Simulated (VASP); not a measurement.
The system is AgPtBr5.

```
Ag Pt Br
1.0
     4.67286    0.00000    0.00000
     0.00000    4.67286    0.00000
     0.00000    0.00000    8.20718
Ag Pt Br
1 1 5
Direct
  0.50000 0.50000 0.00000
  0.00000 0.00000 0.50000
  0.50000 0.00000 0.72620
  0.00000 0.50000 0.72620
  0.50000 0.00000 0.27380
  0.00000 0.50000 0.27380
  0.00000 0.00000 0.00000
```

- Program: VASP 6.6.1
- Task: relaxation of cell and atoms
- Functional: PBE
- Potentials or basis: VASP PAW PBE potentials, release 64 (Ag, Pt, Br)
- Cutoff: 600 eV
- k mesh: 4 × 4 × 2
- Occupations: gaussian, width 0.1 eV
- Spin: no spin polarisation

At the start: pressure -2.3 GPa; volume 25.60 Å³/atom.

Q: Where does the relaxation end?

A: Over 23 steps the energy falls by 136.6 meV/atom and the volume is 34.19 Å³/atom (+33.5 %); space group P4/mmm (No. 123, to 0.1 Å) before and after.

Step by step:
```csv
step,energy change (eV),largest force (eV/Å),pressure (GPa),volume (Å³)
1,0.0000,1.0757,-2.27,179.21
2,-0.4098,0.8601,-0.34,169.89
3,-0.5537,0.4090,2.73,160.78
4,-0.6578,0.0180,0.86,167.24
5,-0.6579,0.0196,0.86,167.20
6,-0.6837,0.1748,-0.21,170.72
7,-0.6851,0.2207,-0.52,171.87
8,-0.7091,0.2522,-0.33,171.50
9,-0.7553,0.3044,0.44,170.16
10,-0.7579,0.3097,0.84,169.52
11,-0.7729,0.2872,0.73,170.52
12,-0.8137,0.2169,0.49,173.49
13,-0.8878,0.0176,0.40,179.22
14,-0.9042,0.5458,1.62,189.96
15,-0.9176,0.5227,1.48,192.05
16,-0.9459,0.4591,1.19,198.25
17,-0.9634,0.3624,0.95,210.46
18,-0.9169,0.3249,1.29,234.09
19,-0.9505,0.1471,0.36,238.16
20,-0.9547,0.0585,-0.11,240.40
21,-0.9547,0.0633,-0.09,240.27
22,-0.9555,0.0497,-0.08,240.03
23,-0.9565,0.0111,-0.05,239.31
```

Final structure:
```
Ag Pt Br
1.0
     4.39814    0.00000    0.00000
     0.00000    4.39814    0.00000
     0.00000    0.00000   12.37153
Ag Pt Br
1 1 5
Direct
  0.50000 0.50000 0.00000
  0.00000 0.00000 0.50000
  0.50000 0.00000 0.63185
  0.00000 0.50000 0.63185
  0.50000 0.00000 0.36815
  0.00000 0.50000 0.36815
  0.00000 0.00000 0.00000
```

Caveat: the k points lie up to 0.36 Å⁻¹ apart in the final cell, too coarse for converged energies and pressures of a metal; the volume moved by over 15 % at a fixed basis, so the end points are rough.
